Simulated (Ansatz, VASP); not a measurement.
Two plane-wave programs on Lu

File INCAR:

```
SYSTEM = Lu
  PREC = Accurate
  ENCUT = 520
  EDIFF = 1E-7
  ISMEAR = -1
  SIGMA = 0.1
  LREAL = .False.
  LASPH = .True.
  NELM = 80
  ALGO = Normal
  ISIF = 2
  LWAVE = .False.
  LCHARG = .False.
  GGA = B5
  ALDAX = 1.0
  AGGAX = 1.0
  AGGAC = 1.0
  ALDAC = 0.0
  NBANDS = 32
```

KPOINTS

```
regular mesh
0
Gamma
  13 13 7
  0 0 0
```

POSCAR

```
Lu
1.0
   -2.3169990246      1.8977061635      1.6943584803
    1.8977061635     -2.3169990246      1.6943584803
    4.1520575373      4.1520575373     -2.4622941234
Lu
2
Direct
    0.9583898942      0.0416101058      1.0000000000
    0.7916101058      0.2083898942      0.5000000000
```

Input for Ansatz:

```yaml
crystal:
  lattice:
    - [-2.3169990246, 1.8977061635, 1.6943584803]
    - [1.8977061635, -2.3169990246, 1.6943584803]
    - [4.1520575373, 4.1520575373, -2.4622941234]
  atoms:
    - { symbol: Lu, position: [0.9583898942, 0.0416101058, 1.0] }
    - { symbol: Lu, position: [0.7916101058, 0.2083898942, 0.5] }
hamiltonian:
  xc: blyp
  pseudopotentials:
    kind: paw
    azcp:
      Lu: "pseudopotentials/Lu.paw.azcp"
basis:
  ecutwfc: 420
  fft_grid_basis: typed
kpoints:
  mp_grid: { grid: [13, 13, 7], shift: [0, 0, 0] }
magnetization:
  spin_polarized: false
scf:
  occupations: { method: fermi_dirac, width: 0.1 }
  lower_state_search: "off"
output:
  stress: true
  write_density: true
  write_potential: true
  elf: true
  volumetric_format: npy
```

Alike in both runs: task single point; functional BLYP; k mesh 13 × 13 × 7; occupations fermi-dirac, width 0.1 eV; no spin polarisation.

|  | VASP | Ansatz |
| --- | --- | --- |
| version | VASP 6.6.1 | Ansatz 0.2.0 |
| potentials or method | VASP PAW PBE potentials, release 64 (Lu), cutoff 520 eV | plane waves (420 eV) with PAW, scalar-relativistic |
| valence electrons in the cell | 50 | 50 |

|  | VASP | Ansatz | Ansatz less VASP |
| --- | --- | --- | --- |
| pressure (GPa) | 4.5 | 4.3 | -0.25 |

VASP's potentials were made for PBE, not for BLYP. With one functional, cell and mesh, what is left measures potentials, basis and numerics.

Neither program's run includes spin-orbit coupling.
